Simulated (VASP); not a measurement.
# BeH (F-43m) in VASP: single point with PBE

Aim: the single point of BeH with PBE.

All numbers are computed with VASP 6.6.1; they aren't measurements. Logs are shortened: lines on timing, memory, paths and dates and some standing lists are left out, and cuts for length are marked.

## (1) The cell of the first run

Symmetry: F-43m, No. 216, cubic system. The conventional cell has a = 3.936 Å, b = 3.936 Å, c = 3.936 Å, α = 90.00°, β = 90.00°, γ = 90.00°. Be (site symmetry -43m) has 4 H at 1.70 Å within 2.3 Å. H (site symmetry -43m) has 4 Be at 1.70 Å within 2.3 Å.

## (2) Single point, PBE

Input file INCAR:

```
SYSTEM = BeH
PREC = Accurate ; ENCUT = 600
EDIFF = 1E-6 ; ISMEAR = 0
SIGMA = 0.1 ; LREAL = .FALSE.
LASPH = .TRUE. ; NELM = 120
ALGO = Normal ; ISIF = 2
LWAVE = .FALSE. ; LCHARG = .FALSE.
GGA = PE ; NBANDS = 8
GGA_COMPAT = .FALSE.
```

Input file KPOINTS:

```
Automatic mesh
0
G
  8 8 8
  0 0 0
```

Input file POSCAR:

```
BeH
1.0
    0.0000000000      1.9682323912      1.9682323912
    1.9682323912      0.0000000000      1.9682323912
    1.9682323912      1.9682323912      0.0000000000
Be H
1 1
Direct
    0.0000000000      0.0000000000      0.0000000000
    0.7500000000      0.7500000000      0.7500000000
```

Potentials or basis: VASP PAW PBE potentials, release 64 (Be, H).

Run with:

```sh
> cat potpaw_PBE.64/Be/POTCAR potpaw_PBE.64/H/POTCAR > POTCAR
> mpirun -np 1 vasp_std > vasp.out
```

OUTCAR:

```text
SYSTEM = BeH
   PREC = Accurate
   ENCUT = 600
   EDIFF = 1E-6
   ISMEAR = 0
   LREAL = .FALSE.
   LASPH = .TRUE.
   NELM = 120
   ISIF = 2
   GGA = PE

 ion  position               nearest neighbor table
   1  0.000  0.000  0.000-
   2  0.750  0.750  0.750-

  LATTYP: Found a face centered cubic cell.
 ALAT       =     3.9364647824

  Lattice vectors:

 A1 = (   0.0000000000,   1.9682323912,   1.9682323912)
 A2 = (   1.9682323912,   0.0000000000,   1.9682323912)
 A3 = (   1.9682323912,   1.9682323912,   0.0000000000)

Analysis of symmetry for initial positions (statically):
=====================================================================
 Subroutine PRICEL returns:
 Original cell was already a primitive cell.

 Routine SETGRP: Setting up the symmetry group for a
 face centered cubic supercell.

 Subroutine GETGRP returns: Found 24 space group operations
 (whereof 24 operations were pure point group operations)
 out of a pool of 48 trial point group operations.

The static configuration has the point symmetry T_d .

Analysis of symmetry for dynamics (positions and initial velocities):
=====================================================================
 Subroutine PRICEL returns:
 Original cell was already a primitive cell.

 Routine SETGRP: Setting up the symmetry group for a
 face centered cubic supercell.

 Subroutine GETGRP returns: Found 24 space group operations
 (whereof 24 operations were pure point group operations)
 out of a pool of 48 trial point group operations.

The dynamic configuration has the point symmetry T_d .

 Subroutine INISYM returns: Found 24 space group operations
 (whereof 24 operations are pure point group operations),
 and found     1 'primitive' translations

----------------------------------------------------------------------------------------

                                     Primitive cell

  volume of cell :      15.2496

  direct lattice vectors                    reciprocal lattice vectors
     0.000000000  1.968232391  1.968232391    -0.254035043  0.254035043  0.254035043
     1.968232391  0.000000000  1.968232391     0.254035043 -0.254035043  0.254035043
     1.968232391  1.968232391  0.000000000     0.254035043  0.254035043 -0.254035043

  length of vectors
     2.783500942  2.783500942  2.783500942     0.440001601  0.440001601  0.440001601

  position of ions in fractional coordinates (direct lattice)
     0.000000000  0.000000000  0.000000000
     0.750000000  0.750000000  0.750000000

  ion indices of the primitive-cell ions
   primitive index   ion index
                 1           1
                 2           2

----------------------------------------------------------------------------------------

 KPOINTS: Automatic mesh

Automatic generation of k-mesh.
 Grid dimensions read from file:
 generate k-points for:    8    8    8

 Generating k-lattice:

  Cartesian coordinates                     Fractional coordinates (reciprocal lattice)
    -0.031754380  0.031754380  0.031754380     0.125000000  0.000000000  0.000000000
     0.031754380 -0.031754380  0.031754380     0.000000000  0.125000000  0.000000000
     0.031754380  0.031754380 -0.031754380     0.000000000  0.000000000  0.125000000

  Length of vectors
     0.055000200  0.055000200  0.055000200

  Shift w.r.t. Gamma in fractional coordinates (k-lattice)
     0.000000000  0.000000000  0.000000000

 Subroutine IBZKPT returns following result:
 ===========================================

 Found     29 irreducible k-points:

 Following reciprocal coordinates:
            Coordinates               Weight
  0.000000  0.000000  0.000000      1.000000
  0.125000  0.000000  0.000000      8.000000
  0.250000  0.000000  0.000000      8.000000
  0.375000  0.000000  0.000000      8.000000
  0.500000  0.000000  0.000000      4.000000
  0.125000  0.125000  0.000000      6.000000
[... 16 lines left out ...]
  0.500000  0.250000  0.125000     48.000000
 -0.375000  0.250000  0.125000     24.000000
 [... further k-points ...]
   k-points           NKPTS =     29   k-points in BZ     NKDIM =     29   number of bands    NBANDS=      8
   number of dos      NEDOS =    301   number of ions     NIONS =      2
   total plane-waves  NPLWV =  13824
   dimension x,y,z NGX =    24 NGY =   24 NGZ =   24
   dimension x,y,z NGXF=    48 NGYF=   48 NGZF=   48
   ions per type =               1   1
   NGX,Y,Z   is equivalent  to a cutoff of  14.33, 14.33, 14.33 a.u.
   NGXF,Y,Z  is equivalent  to a cutoff of  28.67, 28.67, 28.67 a.u.
 SYSTEM =  BeH
   PREC   = accura    normal or accurate (medium, high low for compatibility)
   ISTART =      0    job   : 0-new  1-cont  2-samecut
   ICHARG =      2    charge: 1-file 2-atom 10-const
   ISPIN  =      1    spin polarized calculation?
   LNONCOLLINEAR =      F non collinear calculations
   LSORBIT =      F    spin-orbit coupling
   LASPH  =      T    aspherical Exc in radial PAW
   ENCUT  =  600.0 eV  44.10 Ry    6.64 a.u.   5.56  5.56  5.56*2*pi/ulx,y,z
   NELM   =    120;   NELMIN=  2; NELMDL= -5     # of ELM steps
   EDIFF  = 0.1E-05   stopping-criterion for ELM
   LREAL  =      F    real-space projection
   EDIFFG = 0.1E-04   stopping-criterion for IOM
   NSW    =      0    number of steps for IOM
   IBRION =     -1    ionic relax: 0-MD 1-quasi-New 2-CG
   NFREE  =      0    steps in history (QN), initial steepest desc. (CG)
   ISIF   =      2    stress and relaxation
   ISYM   =      2    0-nonsym 1-usesym 2-fastsym
   POTIM  = 0.5000    time-step for ionic-motion
   TEBEG  =    0.0;   TEEND  =   0.0 temperature during run
   PSTRESS=    0.0 pullay stress
   NELECT =       3.0000    total number of electrons
   NUPDOWN=      -1.0000    fix difference up-down
   EMIN   =  10.00;   EMAX   =-10.00  energy-range for DOS
   EFERMI =   0.00;   METHOD = LEGACY
   ISMEAR =     0;   SIGMA  =   0.10  broadening in eV -4-tet -1-fermi 0-gaus
   EFERMI_NEDOS =   21; number of points for ismear=-14 and -15
   IALGO  =     38    algorithm
   IMIX   =      4    mixing-type and parameters
     AMIX     =   0.40;   BMIX     =  1.00
     AMIX_MAG =   1.60;   BMIX_MAG =  1.00
  volume/ion in A,a.u.               =       7.62        51.45
  Fermi-wavevector in a.u.,A,eV,Ry     =   0.952128  1.799262 12.334342  0.906549
  Thomas-Fermi vector in A             =   2.080663
   LORBIT       =      0    0 simple, 1 ext, 2 COOP (PROOUT), +10 PAW based schemes
   GGA     = PE    functional components
   LHFCALC =     F    Hartree Fock is set to
   AEXX    =    0.0000 exact exchange contribution
   IVDW    =     0    specifies the selected vdW correction
   LEPSILON=     F    determine dielectric tensor
   LRPA    =     F    only Hartree local field effects (RPA)
 non-spin polarized calculation
 Gauss-broadening in eV      SIGMA  =   0.10
  energy-cutoff  :      600.00
  volume of cell :       15.25
 maximum number of plane-waves:       531
 NGX is ok and might be reduce to    24
   NGX = 11   NGY = 11   NGZ = 11

 number of electron       3.0000000 magnetization

 Free energy of the ion-electron system (eV)
  ---------------------------------------------------
  ext. energy  EPLUGINS =         0.00000000
  ---------------------------------------------------
  free energy    TOTEN  =        -6.01937179 eV

  energy without entropy =       -6.01605906  energy(sigma->0) =       -6.01771542

 E-fermi :   3.7297     XC(G=0):  -9.4554

 val. band max:        3.6612683058   @ k =   0.5000   0.2500   0.1250
 cond. band min:       4.0330262959   @ k =  -0.2500   0.5000   0.2500
 fundamental gap:      0.3717579900
 Fermi energy:         3.7296753665

 k-point     1 :       0.0000    0.0000    0.0000
  band No.  band energies     occupation
      1      -7.5618      2.00000
      2      14.1599      0.00000
      3      14.5623      0.00000
      4      14.5623      0.00000
      5      14.5623      0.00000
      6      21.1704      0.00000
      7      21.1704      0.00000
      8      21.1704      0.00000

 k-point     2 :       0.1250    0.0000    0.0000
  band No.  band energies     occupation
      1      -7.2052      2.00000
      2      11.2937      0.00000
      3      14.1015      0.00000
      4      14.1015      0.00000
      5      14.5860      0.00000
      6      21.9654      0.00000
      7      21.9654      0.00000
      8      24.2462      0.00000

 k-point     3 :       0.2500    0.0000    0.0000
  band No.  band energies     occupation
      1      -6.1556      2.00000
      2       6.8426      0.00000
      3      13.3240      0.00000
      4      13.3240      0.00000
      5      15.1169      0.00000
      6      21.9996      0.00000
      7      21.9996      0.00000
      8      23.9865      0.00000

 k-point     4 :       0.3750    0.0000    0.0000
  band No.  band energies     occupation
      1      -4.5457      2.00000
      2       3.0260      2.00000
      3      12.7949      0.00000
      4      12.7949      0.00000
      5      15.6416      0.00000
      6      20.7001      0.00000
      7      20.7001      0.00000
      8      22.9537      0.00000

 k-point     5 :       0.5000    0.0000    0.0000
  band No.  band energies     occupation
      1      -3.3426      2.00000
      2       1.0712      2.00000
      3      12.6216      0.00000
      4      12.6216      0.00000
      5      15.8444      0.00000
      6      20.1479      0.00000
      7      20.1479      0.00000
      8      22.7032      0.00000
[... 177 lines left out ...]
 k-point    22 :       0.3750    0.2500    0.1250
  band No.  band energies     occupation
      1      -5.2550      2.00000
      2       6.5937      0.00000
      3       9.4745      0.00000
      4      12.0767      0.00000
      5      14.9563      0.00000
      6      18.9992      0.00000
      7      24.0825      0.00000
      8      26.3413      0.00000

 k-point    23 :       0.5000    0.2500    0.1250
  band No.  band energies     occupation
      1      -3.7202      2.00000
      2       3.6613      1.66667
      3       8.7038      0.00000
      4      10.5355      0.00000
      5      15.7423      0.00000
      6      19.3784      0.00000
      7      23.6326      0.00000
      8      26.9446      0.00000

 k-point    24 :      -0.3750    0.2500    0.1250
  band No.  band energies     occupation
      1      -2.6178      2.00000
      2       1.9494      2.00000
      3       8.8420      0.00000
      4       9.6597      0.00000
      5      15.8592      0.00000
      6      19.8794      0.00000
      7      23.9738      0.00000
      8      26.1673      0.00000

 [... further k-points ...]

------------------------ aborting loop because EDIFF is reached ----------------------------------------

  FORCE on cell =-STRESS in cart. coord.  units (eV):
  Direction    XX          YY          ZZ          XY          YZ          ZX
  --------------------------------------------------------------------------------------
  -------------------------------------------------------------------------------------
  Total       -1.4071978     -1.4071978     -1.4071978      0.0000000      0.0000000     -0.0000000
  in kB     -147.8449885   -147.8449885   -147.8449885      0.0000000      0.0000000     -0.0000000
  external PRESSURE =    -147.8449885 kB  Pullay stress =       0.0000000 kB

 VOLUME and BASIS-vectors are now :
 -----------------------------------------------------------------------------
  energy-cutoff  :      600.00
  volume of cell :       15.25
      direct lattice vectors                 reciprocal lattice vectors
     0.000000000  1.968232391  1.968232391    -0.254035043  0.254035043  0.254035043
     1.968232391  0.000000000  1.968232391     0.254035043 -0.254035043  0.254035043
     1.968232391  1.968232391  0.000000000     0.254035043  0.254035043 -0.254035043

 POSITION                                       TOTAL-FORCE (eV/Angst)
 -----------------------------------------------------------------------------------
      0.00000      0.00000      0.00000         0.000000      0.000000      0.000000
      2.95235      2.95235      2.95235        -0.000000     -0.000000     -0.000000
 -----------------------------------------------------------------------------------
    total drift:                                0.000000      0.000000      0.000000

  FREE ENERGIE OF THE ION-ELECTRON SYSTEM (eV)
  ---------------------------------------------------
  free  energy   TOTEN  =        -6.0193717894 eV

  energy  without entropy=       -6.0160590557  energy(sigma->0) =       -6.01771542
```

Wall time 4.2 s (1 thread of AMD EPYC 7R43 (Zen 3), shared host); peak memory 0.09 GiB.

Results:

```yaml
Free_energy: -6.0194 eV
Pressure: -14.8 GPa
Band_gap_on_the_k_mesh: zero (an odd number of electrons rules out a gap without spin polarisation)
```

Caveat: the cell stands under tension.
